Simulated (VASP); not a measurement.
# Pd (Fm-3m) in VASP: a series of runs

The runs below take Pd through single point, with PBE.

Program: VASP 6.6.1. These are calculated values, not measurements. Logs are shortened: lines on timing, memory, paths and dates and some standing lists are left out, and cuts for length are marked.

### 1 The cell of the first run

It takes space group Fm-3m (No. 225, cubic). The conventional cell has a = 3.946 Å, b = 3.946 Å, c = 3.946 Å, α = 90.00°, β = 90.00°, γ = 90.00°. Within 3.7 Å of Pd (site symmetry m-3m) lie 12 Pd at 2.79 Å.

### 2 Single point, PBE

The input, INCAR:

```
PREC     = Accurate       # precision mode
ENCUT    = 520            # plane-wave cutoff, eV
EDIFF    = 1E-7           # SCF threshold, eV
ISMEAR   = -1             # smearing method
SIGMA    = 0.1            # smearing width, eV
LREAL    = F              # projectors in reciprocal space
LASPH    = T              # aspherical terms in the spheres
NELM     = 80             # most SCF steps
ALGO     = Normal         # electronic algorithm
ISIF     = 2              # what is computed and relaxed
LWAVE    = F              # write WAVECAR
LCHARG   = F              # write CHGCAR
GGA      = PE             # functional
NBANDS   = 11             # bands
```

The input, KPOINTS:

```
Automatic mesh
0
Gamma
  19 19 19
```

The input, POSCAR:

```
Pd
1.0
    0.0000000000      1.9730522003      1.9730522003
    1.9730522003      0.0000000000      1.9730522003
    1.9730522003      1.9730522003      0.0000000000
Pd
1
Direct
    0.0000000000      0.0000000000      0.0000000000
```

Potentials or basis: VASP PAW PBE potentials, release 64 (Pd).

Started as:

```console
> cat potpaw_PBE.64/Pd/POTCAR > POTCAR
> mpirun -np 1 vasp_std > vasp.out
```

OUTCAR:

```text
PREC = Accurate
   ENCUT = 520
   EDIFF = 1E-7
   ISMEAR = -1
   LREAL = F
   LASPH = T
   NELM = 80
   ISIF = 2
   GGA = PE

 ion  position               nearest neighbor table
   1  0.000  0.000  0.000-

  LATTYP: Found a face centered cubic cell.
 ALAT       =     3.9461044006

  Lattice vectors:

 A1 = (   0.0000000000,   1.9730522003,   1.9730522003)
 A2 = (   1.9730522003,   0.0000000000,   1.9730522003)
 A3 = (   1.9730522003,   1.9730522003,   0.0000000000)

Analysis of symmetry for initial positions (statically):
=====================================================================
 Subroutine PRICEL returns:
 Original cell was already a primitive cell.

 Routine SETGRP: Setting up the symmetry group for a
 face centered cubic supercell.

 Subroutine GETGRP returns: Found 48 space group operations
 (whereof 48 operations were pure point group operations)
 out of a pool of 48 trial point group operations.

The static configuration has the point symmetry O_h .

Analysis of symmetry for dynamics (positions and initial velocities):
=====================================================================
 Subroutine PRICEL returns:
 Original cell was already a primitive cell.

 Routine SETGRP: Setting up the symmetry group for a
 face centered cubic supercell.

 Subroutine GETGRP returns: Found 48 space group operations
 (whereof 48 operations were pure point group operations)
 out of a pool of 48 trial point group operations.

The dynamic configuration has the point symmetry O_h .

 Subroutine INISYM returns: Found 48 space group operations
 (whereof 48 operations are pure point group operations),
 and found     1 'primitive' translations

----------------------------------------------------------------------------------------

                                     Primitive cell

  volume of cell :      15.3619

  direct lattice vectors                    reciprocal lattice vectors
     0.000000000  1.973052200  1.973052200    -0.253414481  0.253414481  0.253414481
     1.973052200  0.000000000  1.973052200     0.253414481 -0.253414481  0.253414481
     1.973052200  1.973052200  0.000000000     0.253414481  0.253414481 -0.253414481

  length of vectors
     2.790317181  2.790317181  2.790317181     0.438926757  0.438926757  0.438926757

  position of ions in fractional coordinates (direct lattice)
     0.000000000  0.000000000  0.000000000

  ion indices of the primitive-cell ions
   primitive index   ion index
                 1           1

----------------------------------------------------------------------------------------

 KPOINTS: Automatic mesh

Automatic generation of k-mesh.
 Grid dimensions read from file:
 generate k-points for:   19   19   19

 Generating k-lattice:

  Cartesian coordinates                     Fractional coordinates (reciprocal lattice)
    -0.013337604  0.013337604  0.013337604     0.052631579  0.000000000  0.000000000
     0.013337604 -0.013337604  0.013337604     0.000000000  0.052631579  0.000000000
     0.013337604  0.013337604 -0.013337604     0.000000000  0.000000000  0.052631579

  Length of vectors
     0.023101408  0.023101408  0.023101408

  Shift w.r.t. Gamma in fractional coordinates (k-lattice)
     0.000000000  0.000000000  0.000000000

 Subroutine IBZKPT returns following result:
 ===========================================

 Found    220 irreducible k-points:

 Following reciprocal coordinates:
            Coordinates               Weight
  0.000000  0.000000  0.000000      1.000000
  0.052632  0.000000  0.000000      8.000000
  0.105263  0.000000  0.000000      8.000000
  0.157895  0.000000  0.000000      8.000000
  0.210526  0.000000  0.000000      8.000000
  0.263158  0.000000  0.000000      8.000000
[... 16 lines left out ...]
 -0.315789  0.052632  0.000000     24.000000
 -0.263158  0.052632  0.000000     24.000000
 [... further k-points ...]
   k-points           NKPTS =    220   k-points in BZ     NKDIM =    220   number of bands    NBANDS=     11
   number of dos      NEDOS =    301   number of ions     NIONS =      1
   total plane-waves  NPLWV =  13824
   dimension x,y,z NGX =    24 NGY =   24 NGZ =   24
   dimension x,y,z NGXF=    48 NGYF=   48 NGZF=   48
   ions per type =               1
   NGX,Y,Z   is equivalent  to a cutoff of  14.30, 14.30, 14.30 a.u.
   NGXF,Y,Z  is equivalent  to a cutoff of  28.60, 28.60, 28.60 a.u.
 SYSTEM =  unknown system
   PREC   = accura    normal or accurate (medium, high low for compatibility)
   ISTART =      0    job   : 0-new  1-cont  2-samecut
   ICHARG =      2    charge: 1-file 2-atom 10-const
   ISPIN  =      1    spin polarized calculation?
   LNONCOLLINEAR =      F non collinear calculations
   LSORBIT =      F    spin-orbit coupling
   LASPH  =      T    aspherical Exc in radial PAW
   ENCUT  =  520.0 eV  38.22 Ry    6.18 a.u.   5.19  5.19  5.19*2*pi/ulx,y,z
   NELM   =     80;   NELMIN=  2; NELMDL= -5     # of ELM steps
   EDIFF  = 0.1E-06   stopping-criterion for ELM
   LREAL  =      F    real-space projection
   EDIFFG = 0.1E-05   stopping-criterion for IOM
   NSW    =      0    number of steps for IOM
   IBRION =     -1    ionic relax: 0-MD 1-quasi-New 2-CG
   NFREE  =      0    steps in history (QN), initial steepest desc. (CG)
   ISIF   =      2    stress and relaxation
   ISYM   =      2    0-nonsym 1-usesym 2-fastsym
   POTIM  = 0.5000    time-step for ionic-motion
   TEBEG  =    0.0;   TEEND  =   0.0 temperature during run
   PSTRESS=    0.0 pullay stress
   NELECT =      10.0000    total number of electrons
   NUPDOWN=      -1.0000    fix difference up-down
   EMIN   =  10.00;   EMAX   =-10.00  energy-range for DOS
   EFERMI =   0.00;   METHOD = LEGACY
   ISMEAR =    -1;   SIGMA  =   0.10  broadening in eV -4-tet -1-fermi 0-gaus
   EFERMI_NEDOS =   21; number of points for ismear=-14 and -15
   IALGO  =     38    algorithm
   IMIX   =      4    mixing-type and parameters
     AMIX     =   0.40;   BMIX     =  1.00
     AMIX_MAG =   1.60;   BMIX_MAG =  1.00
  volume/ion in A,a.u.               =      15.36       103.67
  Fermi-wavevector in a.u.,A,eV,Ry     =   1.418817  2.681175 27.389079  2.013041
  Thomas-Fermi vector in A             =   2.539902
   LORBIT       =      0    0 simple, 1 ext, 2 COOP (PROOUT), +10 PAW based schemes
   GGA     = PE    functional components
   LHFCALC =     F    Hartree Fock is set to
   AEXX    =    0.0000 exact exchange contribution
   IVDW    =     0    specifies the selected vdW correction
   LEPSILON=     F    determine dielectric tensor
   LRPA    =     F    only Hartree local field effects (RPA)
 non-spin polarized calculation
  energy-cutoff  :      520.00
  volume of cell :       15.36
 maximum number of plane-waves:       428
 NGX is ok and might be reduce to    24

 number of electron      10.0000000 magnetization

 Free energy of the ion-electron system (eV)
  ---------------------------------------------------
  ext. energy  EPLUGINS =         0.00000000
  ---------------------------------------------------
  free energy    TOTEN  =        -5.25284127 eV

  energy without entropy =       -5.18628478  energy(sigma->0) =       -5.21956302

 E-fermi :   9.1462     XC(G=0): -12.9322

 val. band max:        9.1446128686   @ k =  -0.4737   0.3158   0.0526
 cond. band min:       9.1514251919   @ k =  -0.4211   0.3684   0.0526
 fundamental gap:      0.0068123233
 Fermi energy:         9.1461979433

 k-point     1 :       0.0000    0.0000    0.0000
  band No.  band energies     occupation
      1       2.2828      2.00000
      2       6.4568      2.00000
      3       6.4568      2.00000
      4       6.4568      2.00000
      5       7.9606      1.99999
      6       7.9606      1.99999
      7      26.2787      0.00000
      8      30.8214      0.00000
      9      30.8214      0.00000
     10      30.8214      0.00000
     11      35.4387      0.00000

 k-point     2 :       0.0526    0.0000    0.0000
  band No.  band energies     occupation
      1       2.3803      2.00000
      2       6.4232      2.00000
      3       6.4901      2.00000
      4       6.4901      2.00000
      5       7.9448      1.99999
      6       7.9448      1.99999
      7      26.3749      0.00000
      8      30.1291      0.00000
      9      30.9260      0.00000
     10      30.9260      0.00000
     11      35.5537      0.00000

 k-point     3 :       0.1053    0.0000    0.0000
  band No.  band energies     occupation
      1       2.6636      2.00000
      2       6.3374      2.00000
      3       6.5783      2.00000
      4       6.5783      2.00000
      5       7.9102      1.99999
      6       7.9102      1.99999
      7      26.5817      0.00000
      8      28.7055      0.00000
      9      31.2226      0.00000
     10      31.2226      0.00000
     11      36.0622      0.00000

 k-point     4 :       0.1579    0.0000    0.0000
  band No.  band energies     occupation
      1       3.0989      2.00000
      2       6.2487      2.00000
      3       6.6832      2.00000
      4       6.6832      2.00000
      5       7.8982      1.99999
      6       7.8982      1.99999
      7      26.2894      0.00000
      8      27.5654      0.00000
      9      31.6528      0.00000
     10      31.6528      0.00000
     11      35.0593      0.00000
[... 239 lines left out ...]
 k-point    22 :      -0.3684    0.0526    0.0000
  band No.  band energies     occupation
      1       4.2652      2.00000
      2       6.4793      2.00000
      3       6.5514      2.00000
      4       8.0530      1.99996
      5       8.6627      1.98423
      6       9.4876      0.06372
      7      18.4557      0.00000
      8      26.0799      0.00000
      9      29.5357      0.00000
     10      31.0651      0.00000
     11      35.2682      0.00000

 k-point    23 :      -0.3158    0.0526    0.0000
  band No.  band energies     occupation
      1       4.2862      2.00000
      2       6.5750      2.00000
      3       6.6441      2.00000
      4       7.2964      2.00000
      5       8.3545      1.99927
      6       8.9523      1.74844
      7      20.2863      0.00000
      8      26.4987      0.00000
      9      30.0314      0.00000
     10      32.2228      0.00000
     11      34.5270      0.00000

 k-point    24 :      -0.2632    0.0526    0.0000
  band No.  band energies     occupation
      1       4.1800      2.00000
      2       6.5309      2.00000
      3       6.7410      2.00000
      4       6.7457      2.00000
      5       8.0495      1.99997
      6       8.5620      1.99421
      7      22.2255      0.00000
      8      26.9514      0.00000
      9      30.5984      0.00000
     10      33.4970      0.00000
     11      33.7076      0.00000

 [... further k-points ...]

------------------------ aborting loop because EDIFF is reached ----------------------------------------

  FORCE on cell =-STRESS in cart. coord.  units (eV):
  Direction    XX          YY          ZZ          XY          YZ          ZX
  --------------------------------------------------------------------------------------
  -------------------------------------------------------------------------------------
  Total       -0.0271221     -0.0271221     -0.0271221      0.0000000      0.0000000     -0.0000000
  in kB       -2.8287107     -2.8287107     -2.8287107      0.0000000      0.0000000     -0.0000000
  external PRESSURE =      -2.8287107 kB  Pullay stress =       0.0000000 kB

 VOLUME and BASIS-vectors are now :
 -----------------------------------------------------------------------------
  energy-cutoff  :      520.00
  volume of cell :       15.36
      direct lattice vectors                 reciprocal lattice vectors
     0.000000000  1.973052200  1.973052200    -0.253414481  0.253414481  0.253414481
     1.973052200  0.000000000  1.973052200     0.253414481 -0.253414481  0.253414481
     1.973052200  1.973052200  0.000000000     0.253414481  0.253414481 -0.253414481

 POSITION                                       TOTAL-FORCE (eV/Angst)
 -----------------------------------------------------------------------------------
      0.00000      0.00000      0.00000         0.000000      0.000000      0.000000
 -----------------------------------------------------------------------------------
    total drift:                               -0.000000     -0.000000     -0.000000

  FREE ENERGIE OF THE ION-ELECTRON SYSTEM (eV)
  ---------------------------------------------------
  free  energy   TOTEN  =        -5.2528412674 eV

  energy  without entropy=       -5.1862847819  energy(sigma->0) =       -5.21956302
```

It took 19 s on 1 thread of AMD EPYC 9R45 (Zen 5), shared host; peak memory 0.14 GiB.

Results:

```yaml
Free_energy: -5.2528 eV
Pressure: -0.3 GPa
Band_gap_on_the_k_mesh: zero (bands 5 and 6 overlap by 1.46 eV)
```

Levels at points of the mesh, in eV from the Fermi level:
```
           k point  band 3  band 4  band 5  band 6  band 7  band 8
(0.00, 0.00, 0.00)   -2.69   -2.69   -1.19   -1.19   17.13   21.68
```

### 3 Single point, PBE

This run uses another cell than the first one: it holds 2 atoms, not 1.

The input, INCAR:

```
  PREC = Accurate
  ENCUT = 520
  EDIFF = 1E-6
  ISMEAR = -1
  SIGMA = 0.1
  LREAL = False
  LASPH = True
  NELM = 60
  ALGO = Normal
  ISIF = 2
  LWAVE = False
  LCHARG = False
  GGA = PE
  NBANDS = 17
```

The input, KPOINTS:

```
regular mesh
0
Gamma
  12 8 12
```

The input, POSCAR:

```
Pd
1.0
   -1.9730522003      1.9730522003      0.0000000000
    0.0000000000      0.0000000000      3.9461044005
    1.9730522003      1.9730522003      0.0000000000
Pd
2
Direct
    0.0000000000      0.0000000000      0.0000000000
    0.5000000000      0.5000000000      0.5000000000
```

Potentials or basis: VASP PAW PBE potentials, release 64 (Pd).

Started as:

```console
> cat potpaw_PBE.64/Pd/POTCAR > POTCAR
> mpirun -np 1 vasp_std > vasp.out
```

Wall time 23 s (1 thread of AMD EPYC 9R45 (Zen 5), shared host); peak memory 0.16 GiB.

The run converged. Its results:

```yaml
Free_energy: -10.5104 eV
Pressure: -0.4 GPa
Band_gap_on_the_k_mesh: zero (bands 10 and 11 overlap by 1.02 eV)
```

Levels at points of the mesh, in eV from the Fermi level:
```tsv
k point	band 7	band 8	band 9	band 10	band 11	band 12	band 13	band 14
(0.00, 0.00, 0.00)	-1.18	-1.18	-0.08	0.24	0.24	3.33	10.34	12.97
(0.50, 0.00, 0.00)	-1.78	-1.78	-1.21	-1.21	2.21	2.21	12.27	12.27
(0.00, 0.50, 0.00)	-1.48	-1.48	-1.48	-1.48	-0.65	-0.65	17.69	17.69
(0.50, 0.50, 0.00)	-0.05	-0.05	-0.05	-0.05	1.08	1.08	6.98	6.98
(0.50, 0.00, 0.50)	0.24	0.24	0.24	0.24	3.34	3.34	10.34	10.34
(0.50, 0.50, 0.50)	-1.26	-1.26	0.25	0.25	8.66	8.66	8.66	8.66
```

The gap in the log of VASP goes by the Fermi energy; the results here count the filled bands.